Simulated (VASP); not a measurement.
# HfC (P6_3/mmc) in VASP: single point with r2SCAN

Aim: the single point of HfC with r2SCAN.

All numbers are computed with VASP 6.6.1; they aren't measurements. Logs are shortened: lines on timing, memory, paths and dates and some standing lists are left out, and cuts for length are marked.

## (1) The cell of the first run

Symmetry: P6_3/mmc, No. 194, hexagonal system. Conventional cell: a = 3.343 Å, b = 3.343 Å, c = 5.203 Å, α = 90.00°, β = 90.00°, γ = 120.00°. Hf (site symmetry -6m2) has 6 C at 2.33 Å within 3.1 Å. C (site symmetry -3m) has 6 Hf at 2.33 Å and 2 C at 2.60 Å within 3.1 Å.

## (2) Single point, r2SCAN, collinear spin, zero start

POSCAR

```
HfC
1.0
    3.3428660500      0.0000000000      0.0000000000
   -1.6714330300      2.8950069200      0.0000000000
    0.0000000000      0.0000000000      5.2027140000
Hf C
2 2
Direct
    0.6666666700      0.3333333300      0.7500000000
    0.3333333300      0.6666666700      0.2500000000
    0.0000000000      0.0000000000      0.0000000000
    0.0000000000      0.0000000000      0.5000000000
```

INCAR.step1

```
SYSTEM = HfC
  PREC = Accurate
  ENCUT = 520
  ISMEAR = -1
  SIGMA = 0.05
  LREAL = .False.
  LASPH = .True.
  NELM = 150
  ISPIN = 2
  MAGMOM = 0 0 0 0
  LMAXMIX = 4
  NBANDS = 26
  GGA = PE
  ALGO = Normal
  EDIFF = 1E-4
  LWAVE = .True.
  LCHARG = .False.
```

INCAR.step2

```
SYSTEM = HfC
  PREC = Accurate
  ENCUT = 520
  EDIFF = 1E-6
  ISMEAR = -1
  SIGMA = 0.05
  LREAL = .False.
  LASPH = .True.
  NELM = 150
  ALGO = Normal
  ISIF = 2
  LWAVE = .False.
  LCHARG = .True.
  ISPIN = 2
  MAGMOM = 0 0 0 0
  LORBIT = 11
  LMAXMIX = 4
  METAGGA = R2SCAN
  LMIXTAU = .True.
  LELF = .True.
  LVHAR = .True.
  NBANDS = 26
  ISTART = 1
```

KPOINTS

```
Automatic mesh
0
Gamma
  7 7 4
  0 0 0
```

Potentials or basis: VASP PAW PBE potentials, release 64 (Hf_pv, C).

Launch:

```
cat potpaw_PBE.64/Hf_pv/POTCAR potpaw_PBE.64/C/POTCAR > POTCAR
cp INCAR.step1 INCAR
mpirun -np 1 vasp_std > vasp.out
cp INCAR.step2 INCAR
mpirun -np 1 vasp_std > vasp.out
```

OUTCAR:

```text
SYSTEM = HfC
   PREC = Accurate
   ENCUT = 520
   EDIFF = 1E-6
   ISMEAR = -1
   LREAL = .False.
   LASPH = .True.
   NELM = 150
   ISIF = 2
   ISPIN = 2
   LORBIT = 11
   METAGGA = R2SCAN
   ISTART = 1

 ion  position               nearest neighbor table
   1  0.667  0.333  0.750-   3 2.33   4 2.33   3 2.33   4 2.33   3 2.33   4 2.33   2 3.24   2 3.24
                             2 3.24   2 3.24   2 3.24   2 3.24
   2  0.333  0.667  0.250-   3 2.33   4 2.33   3 2.33   4 2.33   3 2.33   4 2.33   1 3.24   1 3.24
                             1 3.24   1 3.24   1 3.24   1 3.24
   3  0.000  0.000  0.000-   1 2.33   2 2.33   1 2.33   2 2.33   1 2.33   2 2.33
   4  0.000  0.000  0.500-   1 2.33   2 2.33   1 2.33   2 2.33   1 2.33   2 2.33

  LATTYP: Found a hexagonal cell.
 ALAT       =     3.3428660500
 C/A-ratio  =     1.5563632889

  Lattice vectors:

 A1 = (   3.3428660500,   0.0000000000,   0.0000000000)
 A2 = (  -1.6714330300,   2.8950069200,   0.0000000000)
 A3 = (   0.0000000000,   0.0000000000,   5.2027140000)

Analysis of symmetry for initial positions (statically):
=====================================================================
 Subroutine PRICEL returns:
 Original cell was already a primitive cell.

 Routine SETGRP: Setting up the symmetry group for a
 hexagonal supercell.

 Subroutine GETGRP returns: Found 24 space group operations
 (whereof 12 operations were pure point group operations)
 out of a pool of 24 trial point group operations.

The static configuration has the point symmetry D_3d.
 The point group associated with its full space group is D_6h.

Analysis of symmetry for dynamics (positions and initial velocities):
=====================================================================
 Subroutine PRICEL returns:
 Original cell was already a primitive cell.

 Routine SETGRP: Setting up the symmetry group for a
 hexagonal supercell.

 Subroutine GETGRP returns: Found 24 space group operations
 (whereof 12 operations were pure point group operations)
 out of a pool of 24 trial point group operations.

The dynamic configuration has the point symmetry D_3d.
 The point group associated with its full space group is D_6h.

Analysis of structural, dynamic, and magnetic symmetry:
=====================================================================
 Subroutine PRICEL returns:
 Original cell was already a primitive cell.

 Routine SETGRP: Setting up the symmetry group for a
 hexagonal supercell.

 Subroutine GETGRP returns: Found 24 space group operations
 (whereof 12 operations were pure point group operations)
[... 135 lines left out ...]
   LEPSILON=     F    determine dielectric tensor
   LRPA    =     F    only Hartree local field effects (RPA)
 spin polarized calculation
  energy-cutoff  :      520.00
  volume of cell :       50.35
 maximum number of plane-waves:      1375
 NGX is ok and might be reduce to    28
   NGX = 13   NGY = 13   NGZ = 19

 number of electron      28.0000002 magnetization       0.0000000

 number of electron      28.0000002 magnetization      -0.0000000

 Free energy of the ion-electron system (eV)
  ---------------------------------------------------
  ext. energy  EPLUGINS =         0.00000000
  ---------------------------------------------------
  free energy    TOTEN  =      -113.72207145 eV

  energy without entropy =     -113.71787672  energy(sigma->0) =     -113.71997409

 E-fermi :   6.4459     XC(G=0): -13.1345

 val. band max:        6.3123736440   @ k =   0.1429   0.1429   0.2500
 cond. band min:       6.5125998591   @ k =   0.2857   0.2857   0.0000
 fundamental gap:      0.2002262151
 Fermi energy:         6.4458669393

 spin component 1

 k-point     1 :       0.0000    0.0000    0.0000
  band No.  band energies     occupation
      1     -25.4481      1.00000
      2     -24.8704      1.00000
      3     -24.8704      1.00000
      4     -24.7833      1.00000
      5     -24.7833      1.00000
      6     -24.6972      1.00000
[... 685 lines left out ...]
     25      18.5419      0.00000
     26      18.5419      0.00000
 Fermi energy:         6.4458669393

 spin component 2

 k-point     1 :       0.0000    0.0000    0.0000
  band No.  band energies     occupation
      1     -25.4481      1.00000
      2     -24.8704      1.00000
      3     -24.8704      1.00000
      4     -24.7833      1.00000
      5     -24.7833      1.00000
      6     -24.6972      1.00000
[... 685 lines left out ...]
     25      18.5419      0.00000
     26      18.5419      0.00000

------------------------ aborting loop because EDIFF is reached ----------------------------------------

  FORCE on cell =-STRESS in cart. coord.  units (eV):
  Direction    XX          YY          ZZ          XY          YZ          ZX
  --------------------------------------------------------------------------------------
  -------------------------------------------------------------------------------------
  Total       -2.0459712     -2.0459712      0.4388676      0.0000000      0.0000000      0.0000000
  in kB      -65.1045821    -65.1045821     13.9651475      0.0000001      0.0000000      0.0000000
  external PRESSURE =     -38.7480055 kB  Pullay stress =       0.0000000 kB

 VOLUME and BASIS-vectors are now :
 -----------------------------------------------------------------------------
  energy-cutoff  :      520.00
  volume of cell :       50.35
      direct lattice vectors                 reciprocal lattice vectors
     3.342866050  0.000000000  0.000000000     0.299144502  0.172711159  0.000000000
    -1.671433030  2.895006920  0.000000000     0.000000000  0.345422318  0.000000000
     0.000000000  0.000000000  5.202714000     0.000000000  0.000000000  0.192207375

 POSITION                                       TOTAL-FORCE (eV/Angst)
 -----------------------------------------------------------------------------------
      1.67143      0.96500      3.90204         0.000000      0.000000      0.000000
     -0.00000      1.93000      1.30068        -0.000000     -0.000000      0.000000
      0.00000      0.00000      0.00000        -0.000000      0.000000      0.000000
      0.00000      0.00000      2.60136         0.000000      0.000000      0.000000
 -----------------------------------------------------------------------------------
    total drift:                               -0.000003      0.000002     -0.000000

  FREE ENERGIE OF THE ION-ELECTRON SYSTEM (eV)
  ---------------------------------------------------
  free  energy   TOTEN  =      -113.7220714546 eV

  energy  without entropy=     -113.7178767220  energy(sigma->0) =     -113.71997409

 total charge

# of ion       s       p       d       tot
------------------------------------------
    1        0.312   6.593   1.687   8.592
    2        0.312   6.593   1.687   8.592
    3        0.890   1.487   0.000   2.377
    4        0.890   1.487   0.000   2.377
--------------------------------------------------
tot          2.405  16.159   3.374  21.938

 magnetization (x)

# of ion       s       p       d       tot
------------------------------------------
    1       -0.000  -0.000   0.000  -0.000
    2       -0.000  -0.000   0.000  -0.000
    3       -0.000  -0.000   0.000  -0.000
    4       -0.000  -0.000   0.000  -0.000
--------------------------------------------------
tot         -0.000  -0.000   0.000  -0.000
```

OUTCAR.step1:

```text
SYSTEM = HfC
   PREC = Accurate
   ENCUT = 520
   ISMEAR = -1
   LREAL = .False.
   LASPH = .True.
   NELM = 150
[... 1644 lines left out ...]
     -0.00000      1.93000      1.30068         0.000000      0.000000      0.000000
      0.00000      0.00000      0.00000         0.000000     -0.000000      0.000000
      0.00000      0.00000      2.60136         0.000000     -0.000000      0.000000
 -----------------------------------------------------------------------------------
    total drift:                               -0.000003      0.000002     -0.000000

  FREE ENERGIE OF THE ION-ELECTRON SYSTEM (eV)
  ---------------------------------------------------
  free  energy   TOTEN  =       -41.2977294708 eV

  energy  without entropy=      -41.2934084174  energy(sigma->0) =      -41.29556894
```

Run time: 4.6 min. Hardware: 1 thread of Intel Xeon Platinum 8488C (Sapphire Rapids), shared host; peak memory 0.23 GiB.

Results:

- Free energy: -113.7221 eV
- Pressure: -3.9 GPa
- Band gap on the k mesh: zero (filled and empty bands overlap)
- Net moment: 0.00 μB per cell
- Valence electrons inside the program's atomic spheres: Hf 8.59; C 2.38

Caveat: the PAW data sets were made with another functional, which shifts forces and pressure a little; spin-orbit coupling is left out, which moves the levels of the heavy elements.
